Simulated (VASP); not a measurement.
# ErBe in VASP: further runs

Runs on ErBe. Level: PBE. Tasks: single point.

Program: VASP 6.6.1. These are calculated values, not measurements. Logs are shortened: lines on timing, memory, paths and dates and some standing lists are left out, and cuts for length are marked.

**1. The cell of the first run**

The structure is tetragonal, space group P4/nmm (No. 129). The conventional cell has a = 3.080 Å, b = 3.080 Å, c = 7.944 Å, α = 90.00°, β = 90.00°, γ = 90.00°. Er (site symmetry 4mm) has 5 Be at 3.00 to 3.04 Å and 8 Er at 3.08 to 3.58 Å within 4.0 Å. Within 3.2 Å of Be (site symmetry 4mm) lie 8 Be at 2.39 to 3.08 Å and 5 Er at 3.00 to 3.04 Å.

The cell was generated, and may not be a known phase.

**2. Single point, PBE**

Input file INCAR:

```
  PREC = Accurate
  ENCUT = 600
  EDIFF = 1E-6
  ISMEAR = 0
  SIGMA = 0.1
  LREAL = False
  LASPH = True
  NELM = 200
  ALGO = Normal
  ISIF = 2
  LWAVE = False
  LCHARG = False
  GGA = PE
  NBANDS = 19
  GGA_COMPAT = False
  LMAXMIX = 6
```

Input file KPOINTS:

```
regular mesh
0
Gamma
  6 6 4
```

Input file POSCAR:

```
ErBe
1.0
    2.1778659749     -2.1778325297      0.0000000000
    2.1778659749      2.1778325297      0.0000000000
    0.0000000000      0.0000000000      7.9438651334
Er Be
2 2
Direct
    0.7500000000      0.2500000000      0.8214579721
    0.2500000000      0.7500000000      0.1785420279
    0.7500000000      0.2500000000      0.4383044512
    0.2500000000      0.7500000000      0.5616955488
```

Potentials or basis: VASP PAW PBE potentials, release 64 (Er_3, Be), 4f in core.

Run with:

```console
$ cat potpaw_PBE.64/Er_3/POTCAR potpaw_PBE.64/Be/POTCAR > POTCAR
$ mpirun -np 1 vasp_std > vasp.out
```

OUTCAR:

```text
PREC = Accurate
   ENCUT = 600
   EDIFF = 1E-6
   ISMEAR = 0
   LREAL = False
   LASPH = True
   NELM = 200
   ISIF = 2
   GGA = PE

 ion  position               nearest neighbor table
   1  0.750  0.250  0.821-   4 3.00   4 3.00   4 3.00   4 3.00   3 3.04   2 3.58   2 3.58   2 3.58
                             2 3.58
   2  0.250  0.750  0.179-   3 3.00   3 3.00   3 3.00   3 3.00   4 3.04   1 3.58   1 3.58   1 3.58
                             1 3.58
   3  0.750  0.250  0.438-   2 3.00   2 3.00   2 3.00   2 3.00   1 3.04
   4  0.250  0.750  0.562-   1 3.00   1 3.00   1 3.00   1 3.00   2 3.04

  LATTYP: Found a base centered orthorhombic cell.
 ALAT       =     4.3556650594
 B/A-ratio  =     1.0000153571
 C/A-ratio  =     1.8238007342

  Lattice vectors:

 A1 = (  -2.1778659749,  -2.1778325297,   0.0000000000)
 A2 = (   2.1778659749,  -2.1778325297,   0.0000000000)
 A3 = (   0.0000000000,   0.0000000000,   7.9438651334)

Analysis of symmetry for initial positions (statically):
=====================================================================
 Subroutine PRICEL returns:
 Original cell was already a primitive cell.

 Routine SETGRP: Setting up the symmetry group for a
 base centered orthorhombic supercell.

 Subroutine GETGRP returns: Found  8 space group operations
 (whereof  4 operations were pure point group operations)
 out of a pool of  8 trial point group operations.

The static configuration has the point symmetry C_2h.
 The point group associated with its full space group is D_2h.

Analysis of symmetry for dynamics (positions and initial velocities):
=====================================================================
 Subroutine PRICEL returns:
 Original cell was already a primitive cell.

 Routine SETGRP: Setting up the symmetry group for a
 base centered orthorhombic supercell.

 Subroutine GETGRP returns: Found  8 space group operations
 (whereof  4 operations were pure point group operations)
 out of a pool of  8 trial point group operations.

The dynamic configuration has the point symmetry C_2h.
 The point group associated with its full space group is D_2h.

 Subroutine INISYM returns: Found  8 space group operations
 (whereof  4 operations are pure point group operations),
 and found     1 'primitive' translations

----------------------------------------------------------------------------------------

                                     Primitive cell

  volume of cell :      75.3559

  direct lattice vectors                    reciprocal lattice vectors
     2.177865975 -2.177832530  0.000000000     0.229582539 -0.229586065  0.000000000
     2.177865975  2.177832530  0.000000000     0.229582539  0.229586065  0.000000000
     0.000000000  0.000000000  7.943865133     0.000000000  0.000000000  0.125883305

  length of vectors
     3.079943949  3.079943949  7.943865133     0.324681233  0.324681233  0.125883305

  position of ions in fractional coordinates (direct lattice)
     0.750000000  0.250000000  0.821457972
     0.250000000  0.750000000  0.178542028
     0.750000000  0.250000000  0.438304451
     0.250000000  0.750000000  0.561695549

  ion indices of the primitive-cell ions
   primitive index   ion index
                 1           1
                 2           2
                 3           3
                 4           4

----------------------------------------------------------------------------------------

 KPOINTS: regular mesh

Automatic generation of k-mesh.
 Grid dimensions read from file:
 generate k-points for:    6    6    4

 Generating k-lattice:

  Cartesian coordinates                     Fractional coordinates (reciprocal lattice)
     0.038263756 -0.038264344  0.000000000     0.166666667 -0.000000000  0.000000000
     0.038263756  0.038264344  0.000000000    -0.000000000  0.166666667  0.000000000
     0.000000000  0.000000000  0.031470826     0.000000000  0.000000000  0.250000000

  Length of vectors
     0.054113539  0.054113539  0.031470826

  Shift w.r.t. Gamma in fractional coordinates (k-lattice)
     0.000000000  0.000000000  0.000000000

 Subroutine IBZKPT returns following result:
 ===========================================

 Found     39 irreducible k-points:

 Following reciprocal coordinates:
            Coordinates               Weight
  0.000000  0.000000  0.000000      1.000000
  0.166667  0.000000  0.000000      4.000000
  0.333333  0.000000  0.000000      4.000000
  0.500000  0.000000  0.000000      2.000000
  0.166667  0.166667  0.000000      2.000000
  0.333333  0.166667  0.000000      4.000000
[... 16 lines left out ...]
  0.333333  0.333333  0.250000      4.000000
  0.500000  0.333333  0.250000      8.000000
 [... further k-points ...]
   k-points           NKPTS =     39   k-points in BZ     NKDIM =     39   number of bands    NBANDS=     19
   number of dos      NEDOS =    301   number of ions     NIONS =      4
   total plane-waves  NPLWV =  50176
   dimension x,y,z NGX =    28 NGY =   28 NGZ =   64
   dimension x,y,z NGXF=    56 NGYF=   56 NGZF=  128
   ions per type =               2   2
   NGX,Y,Z   is equivalent  to a cutoff of  15.11, 15.11, 13.39 a.u.
   NGXF,Y,Z  is equivalent  to a cutoff of  30.23, 30.23, 26.79 a.u.
 SYSTEM =  unknown system
   PREC   = accura    normal or accurate (medium, high low for compatibility)
   ISTART =      0    job   : 0-new  1-cont  2-samecut
   ICHARG =      2    charge: 1-file 2-atom 10-const
   ISPIN  =      1    spin polarized calculation?
   LNONCOLLINEAR =      F non collinear calculations
   LSORBIT =      F    spin-orbit coupling
   LASPH  =      T    aspherical Exc in radial PAW
   ENCUT  =  600.0 eV  44.10 Ry    6.64 a.u.   6.15  6.15 15.87*2*pi/ulx,y,z
   NELM   =    200;   NELMIN=  2; NELMDL= -5     # of ELM steps
   EDIFF  = 0.1E-05   stopping-criterion for ELM
   LREAL  =      F    real-space projection
[... 7 lines left out ...]
   TEBEG  =    0.0;   TEEND  =   0.0 temperature during run
   PSTRESS=    0.0 pullay stress
   NELECT =      22.0000    total number of electrons
   NUPDOWN=      -1.0000    fix difference up-down
   EMIN   =  10.00;   EMAX   =-10.00  energy-range for DOS
   EFERMI =   0.00;   METHOD = LEGACY
   ISMEAR =     0;   SIGMA  =   0.10  broadening in eV -4-tet -1-fermi 0-gaus
   EFERMI_NEDOS =   21; number of points for ismear=-14 and -15
   IALGO  =     38    algorithm
   IMIX   =      4    mixing-type and parameters
     AMIX     =   0.40;   BMIX     =  1.00
     AMIX_MAG =   1.60;   BMIX_MAG =  1.00
  volume/ion in A,a.u.               =      18.84       127.13
  Fermi-wavevector in a.u.,A,eV,Ry     =   1.086034  2.052306 16.047647  1.179469
  Thomas-Fermi vector in A             =   2.222161
   LORBIT       =      0    0 simple, 1 ext, 2 COOP (PROOUT), +10 PAW based schemes
   GGA     = PE    functional components
   LHFCALC =     F    Hartree Fock is set to
   AEXX    =    0.0000 exact exchange contribution
   IVDW    =     0    specifies the selected vdW correction
   LEPSILON=     F    determine dielectric tensor
   LRPA    =     F    only Hartree local field effects (RPA)
 non-spin polarized calculation
 Gauss-broadening in eV      SIGMA  =   0.10
  energy-cutoff  :      600.00
  volume of cell :       75.36
 maximum number of plane-waves:      2540
 NGX is ok and might be reduce to    28
   NGX = 13   NGY = 13   NGZ = 31

 number of electron      21.9999999 magnetization

 Free energy of the ion-electron system (eV)
  ---------------------------------------------------
  ext. energy  EPLUGINS =         0.00000000
  ---------------------------------------------------
  free energy    TOTEN  =       -15.44878781 eV

  energy without entropy =      -15.43603768  energy(sigma->0) =      -15.44241274

 E-fermi :   3.6557     XC(G=0): -10.1961

 val. band max:        3.6340185825   @ k =   0.1667   0.0000   0.0000
 cond. band min:       3.6872614482   @ k =   0.1667   0.0000   0.2500
 fundamental gap:      0.0532428657
 Fermi energy:         3.6556559956

 k-point     1 :       0.0000    0.0000    0.0000
  band No.  band energies     occupation
      1     -20.7822      2.00000
      2     -20.4618      2.00000
      3     -20.2766      2.00000
      4     -20.2766      2.00000
      5     -20.2202      2.00000
      6     -20.2202      2.00000
[... 11 lines left out ...]
     18       9.3098      0.00000
     19       9.3490      0.00000

 k-point     2 :       0.1667    0.0000    0.0000
  band No.  band energies     occupation
      1     -20.7389      2.00000
      2     -20.5687      2.00000
      3     -20.4876      2.00000
      4     -20.4248      2.00000
      5     -20.2492      2.00000
      6     -20.2001      2.00000
[... 11 lines left out ...]
     18       8.9783      0.00000
     19       9.0569      0.00000

 k-point     3 :       0.3333    0.0000    0.0000
  band No.  band energies     occupation
      1     -21.0572      2.00000
      2     -21.0372      2.00000
      3     -20.5863      2.00000
      4     -20.4273      2.00000
      5     -20.1911      2.00000
      6     -20.1625      2.00000
[... 11 lines left out ...]
     18       8.8482      0.00000
     19       9.2189      0.00000

 k-point     4 :       0.5000    0.0000    0.0000
  band No.  band energies     occupation
      1     -21.2854      2.00000
      2     -21.2854      2.00000
      3     -20.4754      2.00000
      4     -20.4754      2.00000
      5     -20.1527      2.00000
      6     -20.1527      2.00000
[... 407 lines left out ...]
     18       8.0820      0.00000
     19       8.9611      0.00000

 k-point    23 :       0.3333    0.3333    0.2500
  band No.  band energies     occupation
      1     -20.9839      2.00000
      2     -20.9622      2.00000
      3     -20.9153      2.00000
      4     -20.8681      2.00000
      5     -20.4613      2.00000
      6     -20.3792      2.00000
[... 11 lines left out ...]
     18       8.5862      0.00000
     19       9.0930      0.00000

 k-point    24 :       0.5000    0.3333    0.2500
  band No.  band energies     occupation
      1     -21.1717      2.00000
      2     -21.1717      2.00000
      3     -20.8858      2.00000
      4     -20.8858      2.00000
      5     -20.3927      2.00000
      6     -20.3927      2.00000
[... 11 lines left out ...]
     18       8.0238      0.00000
     19       9.3933      0.00000

 [... further k-points ...]

------------------------ aborting loop because EDIFF is reached ----------------------------------------

  FORCE on cell =-STRESS in cart. coord.  units (eV):
  Direction    XX          YY          ZZ          XY          YZ          ZX
  --------------------------------------------------------------------------------------
  -------------------------------------------------------------------------------------
  Total        0.2128762      0.2134271      0.2328437      0.0000000      0.0000000      0.0000000
  in kB        4.5260595      4.5377716      4.9505969      0.0000000      0.0000000      0.0000000
  external PRESSURE =       4.6714760 kB  Pullay stress =       0.0000000 kB

 VOLUME and BASIS-vectors are now :
 -----------------------------------------------------------------------------
  energy-cutoff  :      600.00
  volume of cell :       75.36
      direct lattice vectors                 reciprocal lattice vectors
     2.177865975 -2.177832530  0.000000000     0.229582539 -0.229586065  0.000000000
     2.177865975  2.177832530  0.000000000     0.229582539  0.229586065  0.000000000
     0.000000000  0.000000000  7.943865133     0.000000000  0.000000000  0.125883305

 POSITION                                       TOTAL-FORCE (eV/Angst)
 -----------------------------------------------------------------------------------
      2.17787     -1.08892      6.52555        -0.000000     -0.000000     -0.012304
      2.17787      1.08892      1.41831        -0.000000      0.000000      0.012304
      2.17787     -1.08892      3.48183         0.000000     -0.000000      0.015190
      2.17787      1.08892      4.46203         0.000000     -0.000000     -0.015190
 -----------------------------------------------------------------------------------
    total drift:                                0.000000      0.000000      0.000000

  FREE ENERGIE OF THE ION-ELECTRON SYSTEM (eV)
  ---------------------------------------------------
  free  energy   TOTEN  =       -15.4487878095 eV

  energy  without entropy=      -15.4360376758  energy(sigma->0) =      -15.44241274
```

Wall time 36 s (1 thread of Intel Xeon 6975P-C (Granite Rapids), shared host); peak memory 0.25 GiB.

Results:

* Free energy: -15.4488 eV
* Pressure: 0.5 GPa
* Largest force: 0.015 eV/Å
* Band gap on the k mesh: zero (bands 11 and 12 overlap by 1.72 eV)

Forces on the atoms (eV/Å):
```
Er   0.000  0.000 -0.012
Er   0.000  0.000  0.012
Be   0.000  0.000  0.015
Be   0.000  0.000 -0.015
```

Levels at points of the mesh, in eV from the Fermi level:
| k point | band 7 | band 8 | band 9 | band 10 | band 11 | band 12 | band 13 | band 14 | band 15 | band 16 |
| --- | --- | --- | --- | --- | --- | --- | --- | --- | --- | --- |
| (0.00, 0.00, 0.00) | -7.30 | -4.18 | -3.79 | -0.44 | -0.43 | 0.28 | 0.91 | 2.86 | 2.86 | 5.05 |
| (0.50, 0.00, 0.00) | -4.06 | -4.06 | -1.97 | -1.97 | 0.27 | 0.27 | 0.83 | 0.83 | 3.65 | 3.65 |
| (0.50, 0.50, 0.00) | -2.37 | -2.37 | -2.35 | -2.35 | 1.03 | 1.03 | 1.06 | 1.06 | 1.60 | 1.60 |
| (0.00, 0.00, 0.50) | -7.05 | -5.36 | -2.64 | -0.60 | -0.42 | 0.25 | 1.30 | 3.16 | 3.16 | 4.15 |
| (0.50, 0.00, 0.50) | -4.21 | -4.21 | -1.04 | -1.04 | -0.69 | -0.69 | 0.84 | 0.84 | 3.58 | 3.58 |
| (0.50, 0.50, 0.50) | -2.31 | -2.31 | -2.15 | -2.15 | -0.25 | -0.25 | 0.58 | 0.58 | 4.31 | 4.31 |

Caveat: spin-orbit coupling is left out, which moves the levels of the heavy elements; the 4f electrons are frozen in the core, so they carry no moment and show no levels.

**3. Single point, PBE**

This run uses another cell than the first one, of 19.36 Å³/atom.

Input file INCAR:

```
SYSTEM = ErBe
PREC = Accurate
ENCUT = 600
EDIFF = 1E-6
ISMEAR = 0
SIGMA = 0.1
LREAL = .False.
LASPH = .True.
NELM = 200
ALGO = Normal
ISIF = 2
LWAVE = .False.
LCHARG = .False.
GGA = PE
NBANDS = 19
GGA_COMPAT = .False.
LMAXMIX = 6
```

Input file KPOINTS:

```
Automatic mesh
0
Gamma
  6 6 4
  0 0 0
```

Input file POSCAR:

```
ErBe
1.0
    2.3337580898     -2.3639699030      0.0000000000
    2.3337580898      2.3639699030      0.0000000000
    0.0000000000      0.0000000000      7.0191555511
Er Be
2 2
Direct
    0.7500000000      0.2500000000      0.8082778708
    0.2500000000      0.7500000000      0.1917221292
    0.7500000000      0.2500000000      0.4190993159
    0.2500000000      0.7500000000      0.5809006841
```

Potentials or basis: VASP PAW PBE potentials, release 64 (Er_3, Be), 4f in core.

Run with:

```console
$ cat potpaw_PBE.64/Er_3/POTCAR potpaw_PBE.64/Be/POTCAR > POTCAR
$ mpirun -np 1 vasp_std > vasp.out
```

It took 42 s on 1 thread of Intel Xeon 6975P-C (Granite Rapids), shared host; peak memory 0.23 GiB.

Results (log left out):

| Item | Value |
| --- | --- |
| Free energy | -15.0274 eV |
| Pressure | 1.6 GPa |
| Largest force | 0.613 eV/Å |
| Band gap on the k mesh | zero (bands 11 and 12 overlap by 1.36 eV) |

Forces in eV/Å, atoms in the order of the input:
```
Er   0.000  0.000  0.613
Er   0.000  0.000 -0.613
Be   0.000  0.000  0.389
Be   0.000  0.000 -0.389
```

Stress tensor (GPa, compression positive):
```
-0.08  0.00  0.00
 0.00 -0.43  0.00
 0.00  0.00  5.18
```

Levels at points of the mesh, in eV from the Fermi level:
```tsv
k point	band 7	band 8	band 9	band 10	band 11	band 12	band 13	band 14	band 15	band 16
(0.00, 0.00, 0.00)	-7.24	-4.04	-3.20	-0.44	0.68	1.01	1.03	1.29	1.43	4.62
(0.50, 0.00, 0.00)	-4.27	-4.27	-1.82	-1.82	0.10	0.10	0.87	0.87	2.45	2.45
(0.50, 0.50, 0.00)	-2.81	-2.80	-2.76	-2.75	0.40	0.52	1.01	1.14	1.42	1.49
(0.00, 0.00, 0.50)	-6.78	-5.37	-2.44	-0.32	0.48	0.63	1.61	1.73	2.16	3.12
(0.50, 0.00, 0.50)	-4.42	-4.42	-1.44	-1.44	0.19	0.19	0.60	0.60	2.21	2.21
(0.50, 0.50, 0.50)	-2.57	-2.57	-2.57	-2.51	-0.45	-0.34	-0.31	-0.28	3.05	3.22
```

Caveat: the stress differs along the axes, from -0 to 5 GPa; spin-orbit coupling is left out, which moves the levels of the heavy elements; the 4f electrons are frozen in the core, so they carry no moment and show no levels. Spin polarisation is off, so any magnetic state and its effect on volume and gap are missing.

The gap in the log of VASP goes by the Fermi energy; the results here count the filled bands.